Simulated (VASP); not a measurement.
# AlN (wurtzite type) (P6_3mc) in VASP: a series of runs, part 2 of 2

VASP 6.6.1.

**4. Relaxation of shape and atoms at fixed volume, PBE**

This run uses another cell than the first one, of 6.81 Å³/atom.

INCAR reads:

```
PREC = Accurate
ENCUT = 600
EDIFF = 1E-6
ISMEAR = -1
SIGMA = 0.05
LREAL = F
LASPH = T
NELM = 60
ALGO = Normal
ISIF = 4
LWAVE = F
LCHARG = F
GGA = PE
IBRION = 2
NSW = 50
EDIFFG = -0.005
```

KPOINTS reads:

```
Automatic mesh
0
Gamma
  13 13 7
```

POSCAR reads:

```
AlN
1.0
    2.6974937418      0.0000000000      0.0000000000
   -1.3487468709      2.3360981070      0.0000000000
    0.0000000000      0.0000000000      4.3244734067
Al N
2 2
Direct
    0.3333333333      0.6666666667     -0.0027598285
    0.6666666667      0.3333333333      0.4972401715
    0.3333333333      0.6666666667      0.3787598285
    0.6666666667      0.3333333333      0.8787598285
```

Run with:

```console
$ cat potpaw_PBE.64/Al/POTCAR potpaw_PBE.64/N/POTCAR > POTCAR
$ mpirun -np 1 vasp_std > vasp.out
```

It took 13 min on 1 thread of Intel Xeon 8259CL, shared host; peak memory 0.18 GiB.

Results (log left out):

```
Free energy                  : -24.6600 eV
Energy gained by relaxing    : 416.7 meV/atom
Ionic steps                  : 32
Pressure after relaxing      : 162.4 GPa
Largest force after relaxing : 0.004 eV/Å
Band gap on the k mesh       : 4.71 eV (least direct gap 5.84 eV)
```

Forces in eV/Å, atoms in the order of the input:
```
Al   0.000  0.000  0.004
Al   0.000  0.000  0.004
N    0.000  0.000 -0.004
N    0.000  0.000 -0.004
```

Stress tensor (GPa, compression positive):
```
162.34   0.00   0.00
  0.00 162.34   0.00
  0.00   0.00 162.46
```

The path:
```
step  energy change (eV)  largest force (eV/Å)  pressure (GPa)  volume (Å³)
   1              0.0000                0.2996          203.84        27.25
   2             -0.0669                0.9282          202.01        27.25
   3             -0.2405                3.3410          193.24        27.25
   4             -0.1507                7.7547          181.22        27.25
   5             -0.2228                6.2290          186.06        27.25
   6             -0.2207                7.3979          182.34        27.25
   7             -0.1847                7.7537          181.67        27.25
   8             -0.1854                7.7527          181.65        27.25
   9             -0.1875                7.7499          181.58        27.25
  10             -0.1914                7.7438          181.45        27.25
  11             -0.1982                7.7286          181.22        27.25
  12             -0.2079                7.6829          180.84        27.25
  13             -0.2080                7.5283          180.52        27.25
  14             -0.2103                7.5975          180.59        27.25
  15             -0.2245                7.5447          180.42        27.25
  16             -0.2666                7.3897          179.91        27.25
  17             -0.3484                7.0855          178.93        27.25
  18             -0.5022                6.4998          177.06        27.25
  19             -0.7728                5.4170          173.71        27.25
  20             -1.1826                3.5562          168.51        27.25
  21             -1.5882                0.7858          163.16        27.25
  22             -1.6315                0.0270          162.62        27.25
  23             -1.6350                0.3145          162.59        27.25
  24             -1.6415                0.2588          162.53        27.25
  25             -1.6564                0.1102          162.39        27.25
  26             -1.6661                0.1357          162.40        27.25
  27             -1.6663                0.1121          162.37        27.25
  28             -1.6666                0.0844          162.38        27.25
  29             -1.6670                0.0059          162.39        27.25
  30             -1.6670                0.0046          162.39        27.25
  31             -1.6670                0.0023          162.39        27.25
  32             -1.6670                0.0036          162.38        27.25
```

Final structure:
```cif
data_structure
_symmetry_space_group_name_H-M 'P 1'
_symmetry_Int_Tables_number 1
_cell_length_a 2.9468
_cell_length_b 2.9468
_cell_length_c 3.6238
_cell_angle_alpha 90.000
_cell_angle_beta 90.000
_cell_angle_gamma 120.000
_cell_volume 27.25
loop_
_atom_site_label
_atom_site_type_symbol
_atom_site_fract_x
_atom_site_fract_y
_atom_site_fract_z
_atom_site_occupancy
Al1 Al 0.33333 0.66667 0.93798 1
Al2 Al 0.66667 0.33333 0.43798 1
N1 N 0.33333 0.66667 0.43802 1
N2 N 0.66667 0.33333 0.93802 1
```

Levels at points of the mesh, in eV from the valence-band top:
```tsv
k point	band 5	band 6	band 7	band 8	band 9	band 10	band 11	band 12
(0.00, 0.00, 0.00)	-4.57	-2.43	-2.43	0.00	5.84	7.79	10.50	10.50
```

Caveat: a cell axis changed by over 15 % at a fixed basis, so the end point is rough; an odd mesh through Γ misses points on the zone boundary, where band edges can lie.

**5. Relaxation of shape and atoms at fixed volume, PBE**

This run uses another cell than the first one, of 7.66 Å³/atom.

INCAR reads:

```
PREC     = Accurate       # precision mode
ENCUT    = 600            # plane-wave cutoff, eV
EDIFF    = 1E-6           # SCF threshold, eV
ISMEAR   = -1             # smearing method
SIGMA    = 0.05           # smearing width, eV
LREAL    = F              # projectors in reciprocal space
LASPH    = T              # aspherical terms in the spheres
NELM     = 100            # most SCF steps
ALGO     = Normal         # electronic algorithm
ISIF     = 4              # what is computed and relaxed
LWAVE    = F              # write WAVECAR
LCHARG   = F              # write CHGCAR
GGA      = PE             # functional
IBRION   = 2              # ionic algorithm
NSW      = 50             # ionic steps
EDIFFG   = -0.005         # ionic threshold
```

KPOINTS is that of step 4.

POSCAR reads:

```
AlN
1.0
    2.8055065476      0.0000000000      0.0000000000
   -1.4027532738      2.4296399407      0.0000000000
    0.0000000000      0.0000000000      4.4976335882
Al N
2 2
Direct
    0.3333333333      0.6666666667     -0.0027598285
    0.6666666667      0.3333333333      0.4972401715
    0.3333333333      0.6666666667      0.3787598285
    0.6666666667      0.3333333333      0.8787598285
```

Run with:

```console
$ cat potpaw_PBE.64/Al/POTCAR potpaw_PBE.64/N/POTCAR > POTCAR
$ mpirun -np 1 vasp_std > vasp.out
```

Wall time 15 min (1 thread of Intel Xeon 8259CL, shared host); peak memory 0.18 GiB.

Results (log left out):

| Property | Result |
| --- | --- |
| Free energy | -27.2742 eV |
| Pressure after relaxing | 89.0 GPa |
| Band gap on the k mesh | 4.63 eV (least direct gap 5.14 eV) |

Final structure:
```yaml
crystal:
  lattice:
    - [3.06158, 0.00000, 0.00000]
    - [-1.53079, 2.65141, 0.00000]
    - [0.00000, 0.00000, 3.77672]
  atoms:
    - { symbol: Al, position: [0.33333, 0.66667, 0.93802] }
    - { symbol: Al, position: [0.66667, 0.33333, 0.43802] }
    - { symbol: N, position: [0.33333, 0.66667, 0.43798] }
    - { symbol: N, position: [0.66667, 0.33333, 0.93798] }
```

Levels at points of the mesh, in eV from the valence-band top:
```csv
k point,band 5,band 6,band 7,band 8,band 9,band 10,band 11,band 12
"(0.00, 0.00, 0.00)",-4.11,-2.08,-2.08,0.00,5.14,6.67,9.72,9.72
```

Caveat: a cell axis changed by over 15 % at a fixed basis, so the end point is rough; an odd mesh through Γ misses points on the zone boundary, where band edges can lie.

**6. Relaxation of shape and atoms at fixed volume, PBE**

This run uses another cell than the first one, of 8.52 Å³/atom.

INCAR reads:

```
PREC = Accurate
ENCUT = 600
EDIFF = 1E-7
ISMEAR = -1
SIGMA = 0.05
LREAL = False
LASPH = True
NELM = 80
ALGO = Normal
ISIF = 4
LWAVE = False
LCHARG = False
GGA = PE
IBRION = 2
NSW = 50
EDIFFG = -0.005
```

KPOINTS is that of step 5.

POSCAR reads:

```
AlN
1.0
    2.9057870468      0.0000000000      0.0000000000
   -1.4528935234      2.5164854005      0.0000000000
    0.0000000000      0.0000000000      4.6583977617
Al N
2 2
Direct
    0.3333333333      0.6666666667     -0.0027598285
    0.6666666667      0.3333333333      0.4972401715
    0.3333333333      0.6666666667      0.3787598285
    0.6666666667      0.3333333333      0.8787598285
```

Potentials or basis: VASP PAW PBE potentials, release 64 (Al, N).

Run with:

```console
$ cat potpaw_PBE.64/Al/POTCAR potpaw_PBE.64/N/POTCAR > POTCAR
$ mpirun -np 1 vasp_std > vasp.out
```

It took 5.7 min on 1 thread of Intel Xeon 8259CL, shared host; peak memory 0.18 GiB.

It converged, with:

| Item | Value |
| --- | --- |
| Free energy | -28.3311 eV |
| Energy gained by relaxing | 4.5 meV/atom |
| Ionic steps | 12 |
| Pressure after relaxing | 64.6 GPa |
| Band gap on the k mesh | 5.07 eV (least direct gap 5.72 eV) |

Step by step:
| step | energy change (eV) | largest force (eV/Å) | pressure (GPa) | volume (Å³) |
| --- | --- | --- | --- | --- |
| 1 | 0.0000 | 0.1082 | 66.40 | 34.06 |
| 2 | -0.0075 | 0.2144 | 66.10 | 34.06 |
| 3 | -0.0099 | 0.3339 | 65.76 | 34.06 |
| 4 | -0.0128 | 0.2526 | 65.59 | 34.06 |
| 5 | -0.0172 | 0.0327 | 65.09 | 34.06 |
| 6 | -0.0175 | 0.0238 | 64.94 | 34.06 |
| 7 | -0.0175 | 0.0332 | 64.92 | 34.06 |
| 8 | -0.0177 | 0.0209 | 64.84 | 34.06 |
| 9 | -0.0178 | 0.0163 | 64.62 | 34.06 |
| 10 | -0.0178 | 0.0148 | 64.64 | 34.06 |
| 11 | -0.0179 | 0.0066 | 64.60 | 34.06 |
| 12 | -0.0179 | 0.0001 | 64.57 | 34.06 |

Final structure:
```
CELL_PARAMETERS angstrom
2.94895 0.00000 0.00000
-1.47448 2.55387 0.00000
0.00000 0.00000 4.52302
ATOMIC_POSITIONS crystal
Al 0.33333 0.66667 0.99011
Al 0.66667 0.33333 0.49011
N 0.33333 0.66667 0.38589
N 0.66667 0.33333 0.88589
```

Levels at points of the mesh, in eV from the valence-band top:
```tsv
k point	band 6	band 7	band 8	band 9	band 10	band 11
(0.00, 0.00, 0.00)	-0.82	-0.82	0.00	5.72	7.78	11.79
```

Caveat: an odd mesh through Γ misses points on the zone boundary, where band edges can lie.

**7. Overview**

```tsv
task	cell	cutoff (eV)	gap on the mesh (eV)	pressure (GPa)
single point	a = 3.130, b = 3.130, c = 5.018 Å, angles 90.0, 90.0, 120.0°, 4 atoms	520	4.04	-0.2
relaxation of shape and atoms at fixed volume	relaxed from a = 2.565, b = 2.565, c = 4.111 Å, angles 90.0, 90.0, 120.0°, 4 atoms	600	4.15	303.7
relaxation of shape and atoms at fixed volume	relaxed from a = 2.697, b = 2.697, c = 4.324 Å, angles 90.0, 90.0, 120.0°, 4 atoms	600	4.71	162.4
relaxation of shape and atoms at fixed volume	relaxed from a = 2.806, b = 2.806, c = 4.498 Å, angles 90.0, 90.0, 120.0°, 4 atoms	600	4.63	89.0
relaxation of shape and atoms at fixed volume	relaxed from a = 2.906, b = 2.906, c = 4.658 Å, angles 90.0, 90.0, 120.0°, 4 atoms	600	5.07	64.6
```

Alike in all rows: level PBE; potentials or basis VASP PAW PBE potentials, release 64 (Al, N); no spin polarisation; k mesh 13 × 13 × 7; smearing fermi-dirac 0.05 eV.

Caveats: an odd mesh through Γ misses points on the zone boundary, where band edges can lie; a cell axis changed by over 15 % at a fixed basis, so the end point is rough (at least some runs).

Total energies depend on the potentials used, so only differences within one code and one set of settings carry meaning.
